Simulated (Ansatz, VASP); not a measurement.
## One calculation of Sr, two programs

File INCAR:

```
SYSTEM = Sr
  PREC = Accurate
  ENCUT = 520
  EDIFF = 1E-6
  ISMEAR = 0
  SIGMA = 0.03
  LREAL = .False.
  LASPH = .True.
  NELM = 80
  ALGO = Normal
  ISIF = 2
  LWAVE = .False.
  LCHARG = .False.
  GGA = PE
  IVDW = 12
  NBANDS = 11
```

KPOINTS

```
Automatic mesh
0
Gamma
  6 6 8
  0 0 0
```

Contents of POSCAR:

```
Sr
1.0
   10.9876299658      0.0000000000      0.0000000000
   -5.4938149829      9.5155666777      0.0000000000
    0.0000000000      0.0000000000      4.4211119100
Sr
1
Direct
    0.0000000000      0.0000000000      0.0000000000
```

Input for Ansatz:

```yaml
crystal:
  lattice:
    - [10.9876299658, 0.0, 0.0]
    - [-5.4938149829, 9.5155666777, 0.0]
    - [0.0, 0.0, 4.42111191]
  atoms:
    - { symbol: Sr, position: [0.0, 0.0, 0.0] }
basis:
  ecutwfc: 420
kpoints:
  mp_grid: { grid: [6, 6, 8] }
hamiltonian:
  xc: pbe
  dispersion: d3bj
scf:
  occupations: { method: gaussian, width: 0.03 }
output:
  forces: true
  stress: true
  eigenvalues: true
  write_density: true
  write_potential: true
  elf: true
  volumetric_format: npy
```

Alike in both runs: task single point; functional PBE; dispersion D3(BJ); k mesh 6 × 6 × 8; occupations gaussian, width 0.03 eV; no spin polarisation.

|  | VASP | Ansatz |
| --- | --- | --- |
| version | VASP 6.6.1 | Ansatz 0.2.0 |
| potentials or method | VASP PAW PBE potentials, release 64 (Sr_sv), cutoff 520 eV | scalar-relativistic, plane waves, PAW |
| valence electrons in the cell | 10 | 10 |

Ansatz gave:

- gap on the k mesh at the Fermi level (eV): 0.30
- least direct gap on the mesh (eV): 0.31
- pressure (GPa): 0.1
- traceless stress, the component that is largest in VASP (GPa): 0.14

Estimate VASP's values.

gap on the k mesh at the Fermi level (eV): 0.31; least direct gap on the mesh (eV): 0.32; pressure (GPa): 0.1; traceless stress, the component that is largest in VASP (GPa): 0.14.

Ansatz's warnings: xc potential rough in thin density.
